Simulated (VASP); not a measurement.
The system is CS2.

```
S C
1.0
     3.64579   -2.99431    0.00000
     3.64579    2.99431    0.00000
     0.00000    0.00000    9.85126
S C
4 2
Direct
  0.18152 0.81848 0.88687
  0.31848 0.68152 0.38687
  0.68152 0.31848 0.61313
  0.81848 0.18152 0.11313
  0.50000 0.50000 0.50000
  0.00000 0.00000 0.00000
```

Base run:

| Property | Result |
| --- | --- |
| Program | VASP 6.6.1 |
| Functional | PBE |
| Potentials or basis | VASP PAW PBE potentials, release 64 (S, C) |
| Cutoff | 520 eV |
| k mesh | 6 × 6 × 3 |
| Occupations | fermi-dirac, width 0.05 eV |
| Spin | no spin polarisation |

Its results: band gap on the k mesh 3.43 eV, direct; pressure 0.0 GPa.

The run is repeated on the same cell with these changes: dispersion from none to D3(BJ). What comes out?

Band gap on the k mesh 3.43 eV, direct; pressure -0.6 GPa.

Dispersion adds attraction, which lowers the pressure at fixed volume and, as a term added to the energy, leaves the levels alone.

Caveats: three body term missing (some runs).

A k mesh can miss the band edges.
